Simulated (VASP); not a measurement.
Ni, 2 atoms in the cell. It takes space group Fm-3m (No. 225, cubic). The conventional cell has a = 3.517 Å, b = 3.517 Å, c = 3.517 Å, α = 90.00°, β = 90.00°, γ = 90.00°. Ni (site symmetry m-3m) has 12 Ni at 2.49 Å within 3.3 Å. 

| Property | Result |
| --- | --- |
| Program | VASP 6.6.1 |
| Task | single point |
| Functional | PBE |
| Potentials or basis | VASP PAW PBE potentials, release 64 (Ni) |
| Cutoff | 520 eV |
| k mesh | 13 × 13 × 7 |
| Occupations | fermi-dirac, width 0.1 eV |
| Spin | collinear spin, ferromagnetic start |
| Starting moments | [2.0, 2.0] μB |
| Dipole correction | no |
| Further INCAR settings | ALGO = Normal; EDIFF = 1e-06; NBANDS = 21; ISYM = 0 |

Potentials or basis: VASP PAW PBE potentials, release 64 (Ni).

Command:

```sh
$ cat potpaw_PBE.64/Ni/POTCAR > POTCAR
$ mpirun -np 1 vasp_std > vasp.out
```

Hardware: 1 thread of Intel Xeon 8259CL (shared host).

Q: How long does it take, and how much memory?

A: Wall time 14 min on 1 thread of Intel Xeon 8259CL (shared host), peak memory 0.45 GiB. Counts: scf iterations 14, k points 592.
